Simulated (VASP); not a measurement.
# C (Fd-3m) in VASP: further runs

C is run at these levels: PBE, LDA; tasks: single point.

All numbers are computed with VASP 6.6.1; they aren't measurements. Logs are shortened: lines on timing, memory, paths and dates and some standing lists are left out, and cuts for length are marked.

### 1 The cell of the first run

The structure is cubic, space group Fd-3m (No. 227). Conventional cell: a = 3.572 Å, b = 3.572 Å, c = 3.572 Å, α = 90.00°, β = 90.00°, γ = 90.00°. C (site symmetry -43m) has 4 C at 1.55 Å within 2.1 Å.

### 2 Single point, PBE

INCAR

```
  ALGO = Normal
  EDIFF = 1E-6
  ENCUT = 600
  GGA = PE
  GGA_COMPAT = False
  ISIF = 2
  ISMEAR = 0
  LASPH = True
  LCHARG = True
  LELF = True
  LREAL = Auto
  LVHAR = True
  LWAVE = False
  NBANDS = 86
  NELM = 120
  PREC = Accurate
  SIGMA = 0.01
```

KPOINTS

```
Automatic mesh
0
Gamma
  1 1 1
  0.25 0.25 0.25
```

POSCAR

```
C
1.0
   -3.5716218665      3.5716218665      3.5716218665
    3.5716218665     -3.5716218665      3.5716218665
    3.5716218665      3.5716218665     -3.5716218665
C
32
Direct
    0.0000000000      0.0000000000      0.0000000000
    0.0000000000      0.2500000000      0.7500000000
    0.0000000000      0.5000000000      0.5000000000
    0.0000000000      0.7500000000      0.2500000000
    0.2500000000      0.0000000000      0.7500000000
    0.2500000000      0.2500000000      0.5000000000
    0.2500000000      0.5000000000      0.2500000000
    0.2500000000      0.7500000000      0.0000000000
    0.5000000000      0.0000000000      0.5000000000
    0.5000000000      0.2500000000      0.2500000000
    0.5000000000      0.5000000000      0.0000000000
    0.5000000000      0.7500000000      0.7500000000
    0.7500000000      0.0000000000      0.2500000000
    0.7500000000      0.2500000000      0.0000000000
    0.7500000000      0.5000000000      0.7500000000
    0.7500000000      0.7500000000      0.5000000000
    0.0000000000      0.0000000000      0.7500000000
    0.0000000000      0.2500000000      0.5000000000
    0.0000000000      0.5000000000      0.2500000000
    0.0000000000      0.7500000000      0.0000000000
    0.2500000000      0.0000000000      0.5000000000
    0.2500000000      0.2500000000      0.2500000000
    0.2500000000      0.5000000000      0.0000000000
    0.2500000000      0.7500000000      0.7500000000
    0.5000000000      0.0000000000      0.2500000000
    0.5000000000      0.2500000000      0.0000000000
    0.5000000000      0.5000000000      0.7500000000
    0.5000000000      0.7500000000      0.5000000000
    0.7500000000      0.0000000000      0.0000000000
    0.7500000000      0.2500000000      0.7500000000
    0.7500000000      0.5000000000      0.5000000000
    0.7500000000      0.7500000000      0.2500000000
```

Potentials or basis: VASP PAW PBE potentials, release 64 (C).

Started as:

```console
cat potpaw_PBE.64/C/POTCAR > POTCAR
mpirun -np 1 vasp_std > vasp.out
```

OUTCAR:

```text
EDIFF = 1E-6
   ENCUT = 600
   GGA = PE
   ISIF = 2
   ISMEAR = 0
   LASPH = True
   LREAL = Auto
   NELM = 120
   PREC = Accurate

 ion  position               nearest neighbor table
   1  0.000  0.000  0.000-  17 1.55  20 1.55  22 1.55  29 1.55
   2  0.000  0.250  0.750-  17 1.55  18 1.55  23 1.55  30 1.55
   3  0.000  0.500  0.500-  18 1.55  19 1.55  24 1.55  31 1.55
   4  0.000  0.750  0.250-  19 1.55  20 1.55  21 1.55  32 1.55
   5  0.250  0.000  0.750-  17 1.55  21 1.55  24 1.55  26 1.55
   6  0.250  0.250  0.500-  18 1.55  21 1.55  22 1.55  27 1.55
[... 24 lines left out ...]
  31  0.750  0.500  0.500-   3 1.55  10 1.55  15 1.55  16 1.55
  32  0.750  0.750  0.250-   4 1.55  11 1.55  13 1.55  16 1.55

  LATTYP: Found a body centered cubic cell.
 ALAT       =     7.1432437330

  Lattice vectors:

 A1 = (  -3.5716218665,   3.5716218665,   3.5716218665)
 A2 = (   3.5716218665,  -3.5716218665,   3.5716218665)
 A3 = (   3.5716218665,   3.5716218665,  -3.5716218665)

Analysis of symmetry for initial positions (statically):
=====================================================================
 Subroutine PRICEL returns following result:

  LATTYP: Found a face centered cubic cell.
 ALAT       =     3.5716218665

  Lattice vectors:

 A1 = (   1.7858109333,  -1.7858109333,   0.0000000000)
 A2 = (   0.0000000000,  -1.7858109333,  -1.7858109333)
 A3 = (   1.7858109333,  -0.0000000000,  -1.7858109333)

  16 primitive cells build up your supercell.

 Routine SETGRP: Setting up the symmetry group for a
 body centered cubic supercell.

 Subroutine GETGRP returns: Found 48 space group operations
 (whereof 24 operations were pure point group operations)
 out of a pool of 48 trial point group operations.

The static configuration has the point symmetry T_d .
 The point group associated with its full space group is O_h .

Analysis of symmetry for dynamics (positions and initial velocities):
=====================================================================
 Subroutine PRICEL returns following result:

  LATTYP: Found a face centered cubic cell.
 ALAT       =     3.5716218665

  Lattice vectors:

 A1 = (   1.7858109333,  -1.7858109333,   0.0000000000)
 A2 = (   0.0000000000,  -1.7858109333,  -1.7858109333)
[... 88 lines left out ...]
   EDIFF  = 0.1E-05   stopping-criterion for ELM
   LREAL  =      T    real-space projection
   EDIFFG = 0.1E-04   stopping-criterion for IOM
   NSW    =      0    number of steps for IOM
   IBRION =     -1    ionic relax: 0-MD 1-quasi-New 2-CG
   NFREE  =      0    steps in history (QN), initial steepest desc. (CG)
   ISIF   =      2    stress and relaxation
   ISYM   =      2    0-nonsym 1-usesym 2-fastsym
   POTIM  = 0.5000    time-step for ionic-motion
   TEBEG  =    0.0;   TEEND  =   0.0 temperature during run
   PSTRESS=    0.0 pullay stress
   NELECT =     128.0000    total number of electrons
   NUPDOWN=      -1.0000    fix difference up-down
   EMIN   =  10.00;   EMAX   =-10.00  energy-range for DOS
   EFERMI =   0.00;   METHOD = LEGACY
   ISMEAR =     0;   SIGMA  =   0.01  broadening in eV -4-tet -1-fermi 0-gaus
   EFERMI_NEDOS =   21; number of points for ismear=-14 and -15
   IALGO  =     38    algorithm
   IMIX   =      4    mixing-type and parameters
     AMIX     =   0.40;   BMIX     =  1.00
     AMIX_MAG =   1.60;   BMIX_MAG =  1.00
  volume/ion in A,a.u.               =       5.70        38.43
  Fermi-wavevector in a.u.,A,eV,Ry     =   1.455211  2.749950 28.812235  2.117640
  Thomas-Fermi vector in A             =   2.572272
   LORBIT       =      0    0 simple, 1 ext, 2 COOP (PROOUT), +10 PAW based schemes
   GGA     = PE    functional components
   LHFCALC =     F    Hartree Fock is set to
   AEXX    =    0.0000 exact exchange contribution
   IVDW    =     0    specifies the selected vdW correction
   LEPSILON=     F    determine dielectric tensor
   LRPA    =     F    only Hartree local field effects (RPA)
 non-spin polarized calculation
 Gauss-broadening in eV      SIGMA  =   0.01
  energy-cutoff  :      600.00
  volume of cell :      182.25
 maximum number of plane-waves:      6080
 NGX is ok and might be reduce to    50
   NGX = 25   NGY = 25   NGZ = 25

 number of electron     127.9999971 magnetization

 Free energy of the ion-electron system (eV)
  ---------------------------------------------------
  ext. energy  EPLUGINS =         0.00000000
  ---------------------------------------------------
  free energy    TOTEN  =      -289.72373123 eV

  energy without entropy =     -289.72373123  energy(sigma->0) =     -289.72373123

 E-fermi :   8.0153     XC(G=0): -13.2193

 val. band max:        7.9509314366   @ k =   0.2500   0.2500   0.2500
 cond. band min:      15.7499756753   @ k =   0.2500   0.2500   0.2500
 fundamental gap:      7.7990442387
 Fermi energy:         8.0153008447

 k-point     1 :       0.2500    0.2500    0.2500
  band No.  band energies     occupation
      1     -10.0282      2.00000
      2     -10.0282      2.00000
      3     -10.0282      2.00000
      4     -10.0282      2.00000
      5      -5.7350      2.00000
      6      -5.7350      2.00000
[... 68 lines left out ...]
     75      15.7500      0.00000
     76      15.7500      0.00000
 [bands above 76 left out]

------------------------ aborting loop because EDIFF is reached ----------------------------------------

  FORCE on cell =-STRESS in cart. coord.  units (eV):
  Direction    XX          YY          ZZ          XY          YZ          ZX
  --------------------------------------------------------------------------------------
  -------------------------------------------------------------------------------------
  Total       -0.2298417     -0.2298417     -0.2298417      0.0000000     -0.0000000      0.0000000
  in kB       -2.0206123     -2.0206123     -2.0206123      0.0000000     -0.0000000      0.0000000
  external PRESSURE =      -2.0206123 kB  Pullay stress =       0.0000000 kB

 VOLUME and BASIS-vectors are now :
 -----------------------------------------------------------------------------
  energy-cutoff  :      600.00
  volume of cell :      182.25
      direct lattice vectors                 reciprocal lattice vectors
    -3.571621867  3.571621867  3.571621867     0.000000000  0.139992423  0.139992423
     3.571621867 -3.571621867  3.571621867     0.139992423  0.000000000  0.139992423
     3.571621867  3.571621867 -3.571621867     0.139992423  0.139992423  0.000000000

 POSITION                                       TOTAL-FORCE (eV/Angst)
 -----------------------------------------------------------------------------------
      0.00000      0.00000      0.00000         0.000000     -0.000000      0.000000
      3.57162      1.78581     -1.78581         0.000000     -0.000000      0.000000
      3.57162      0.00000      0.00000         0.000000     -0.000000      0.000000
      3.57162     -1.78581      1.78581         0.000000     -0.000000      0.000000
      1.78581      3.57162     -1.78581         0.000000     -0.000000      0.000000
      1.78581      1.78581      0.00000         0.000000      0.000000     -0.000000
[... 24 lines left out ...]
      0.89291      2.67872      2.67872        -0.000000     -0.000000     -0.000000
      0.89291      0.89291      4.46453        -0.000000      0.000000     -0.000000
 -----------------------------------------------------------------------------------
    total drift:                               -0.000000      0.000000     -0.000000

  FREE ENERGIE OF THE ION-ELECTRON SYSTEM (eV)
  ---------------------------------------------------
  free  energy   TOTEN  =      -289.7237312320 eV

  energy  without entropy=     -289.7237312320  energy(sigma->0) =     -289.72373123
```

OSZICAR:

```text
N       E                     dE             d eps       ncg     rms          rms(c)
DAV:   1     0.442634848034E+03    0.44263E+03   -0.75377E+04   172   0.165E+03
DAV:   2    -0.266414519449E+03   -0.70905E+03   -0.67559E+03   218   0.292E+02
DAV:   3    -0.299493026150E+03   -0.33079E+02   -0.32741E+02   216   0.585E+01
DAV:   4    -0.300035379979E+03   -0.54235E+00   -0.54077E+00   202   0.793E+00
DAV:   5    -0.300051498380E+03   -0.16118E-01   -0.16104E-01   208   0.120E+00    0.221E+01
DAV:   6    -0.292303355532E+03    0.77481E+01   -0.54196E+00   192   0.727E+00    0.132E+01
DAV:   7    -0.289696040014E+03    0.26073E+01   -0.64942E+00   184   0.820E+00    0.290E+00
DAV:   8    -0.289722874406E+03   -0.26834E-01   -0.15492E-01   208   0.122E+00    0.146E-01
DAV:   9    -0.289723418336E+03   -0.54393E-03   -0.18564E-03   216   0.160E-01    0.632E-02
DAV:  10    -0.289723730934E+03   -0.31260E-03   -0.24520E-04   200   0.652E-02    0.116E-02
DAV:  11    -0.289723730795E+03    0.13931E-06   -0.14948E-05   208   0.143E-02    0.237E-03
DAV:  12    -0.289723731232E+03   -0.43742E-06   -0.27880E-07   152   0.224E-03
   1 F= -.28972373E+03 E0= -.28972373E+03  d E =-.456844E-19
```

stdout:

```text
POSCAR found type information on POSCAR C
 POSCAR found :  1 types and      32 ions
 scaLAPACK will be used
 LDA part: xc-table for (Slater+PW92), standard interpolation
 POSCAR, INCAR and KPOINTS ok, starting setup
 FFT: planning ... GRIDC
 FFT: planning ... GRID_SOFT
 FFT: planning ... GRID
 WAVECAR not read
 entering main loop
```

Wall time 32 s (1 thread of Intel Xeon 6975P-C (Granite Rapids), shared host); peak memory 0.32 GiB.

Results:

| Quantity | Value |
| --- | --- |
| Free energy | -289.7237 eV |
| Pressure | -0.2 GPa |
| Band gap on the k mesh | 7.80 eV |

Levels at points of the mesh, in eV from the valence-band top:
```tsv
k point	band 60	band 61	band 62	band 63	band 64	band 65	band 66	band 67	band 68	band 69
(0.25, 0.25, 0.25)	0.00	0.00	0.00	0.00	0.00	7.80	7.80	7.80	7.80	7.80
```

Caveat: the k points lie up to 1.24 Å⁻¹ apart.

### 3 Single point, LDA

INCAR

```
SYSTEM = C
ALGO     = Normal         ! electronic algorithm
EDIFF    = 1E-6           ! SCF threshold, eV
ENCUT    = 600            ! plane-wave cutoff, eV
GGA      = CA             ! functional
GGA_COMPAT= .False.      
ISIF     = 2              ! what is computed and relaxed
ISMEAR   = 0              ! smearing method
LASPH    = .True.         ! aspherical terms in the spheres
LCHARG   = .True.         ! write CHGCAR
LELF     = .True.         ! ELF
LREAL    = Auto         
LVHAR    = .True.       
LWAVE    = .False.        ! write WAVECAR
NBANDS   = 86             ! bands
NELM     = 120            ! most SCF steps
PREC     = Accurate       ! precision mode
SIGMA    = 0.01           ! smearing width, eV
```

KPOINTS is that of step 2.

POSCAR is that of step 2.

Potentials or basis: VASP PAW LDA potentials, release 64 (C).

Started as:

```console
cat potpaw_LDA.64/C/POTCAR > POTCAR
mpirun -np 1 vasp_std > vasp.out
```

Run time: 22 s. Hardware: 1 thread of Intel Xeon 6975P-C (Granite Rapids), shared host; peak memory 0.25 GiB.

It converged, with:

```
Free energy            : -322.5230 eV
Pressure               : -14.3 GPa
Band gap on the k mesh : 7.73 eV
```

Levels at points of the mesh, in eV from the valence-band top:
```
           k point  band 60  band 61  band 62  band 63  band 64  band 65  band 66  band 67  band 68  band 69
(0.25, 0.25, 0.25)     0.00     0.00     0.00     0.00     0.00     7.73     7.73     7.73     7.73     7.73
```

Caveat: the k points lie up to 1.24 Å⁻¹ apart.
